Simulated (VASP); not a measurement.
Wanted: the native input for a VASP 6.6.1 run.

- Task: single point
- Functional: LDA
- Potentials or basis: VASP PAW LDA potentials, release 64 (Se)
- Cutoff: 520 eV
- k mesh: 11 × 11 × 11
- Occupations: fermi-dirac, width 0.08 eV
- Spin: no spin polarisation
- Dipole correction: no
- Further INCAR settings: ALGO = Normal; EDIFF = 1e-07; NBANDS = 13

The structure of Se lies in POSCAR:

```
Se
1.0
    0.0000000000      2.7123146435      2.7123146435
    2.7123146435      0.0000000000      2.7123146435
    2.7123146435      2.7123146435      0.0000000000
Se
2
Direct
   -0.1250000000     -0.1250000000     -0.1250000000
    0.1250000000      0.1250000000      0.1250000000
```

This cell differs from its parent crystal: volume scaled by 0.68.

The input as run:

INCAR

```
  PREC = Accurate
  ENCUT = 520
  EDIFF = 1E-7
  ISMEAR = -1
  SIGMA = 0.08
  LREAL = F
  LASPH = T
  NELM = 80
  ALGO = Normal
  ISIF = 2
  LWAVE = F
  LCHARG = F
  NBANDS = 13
```

KPOINTS

```
regular mesh
0
Gamma
  11 11 11
```

Potentials or basis: VASP PAW LDA potentials, release 64 (Se).

Run with:

```bash
$ cat potpaw_LDA.64/Se/POTCAR > POTCAR
$ mpirun -np 1 vasp_std > vasp.out
```

Results of the run:

```
Pressure               : 39.3 GPa
Band gap on the k mesh : zero (band 6 reaches 7.73 eV, above the bottom of band 7 at 5.30 eV)
```

Wall time 12 s on 1 thread of Intel(R) Xeon(R) 6975P-C (Granite Rapids), with other jobs on the host, peak memory 0.15 GiB.
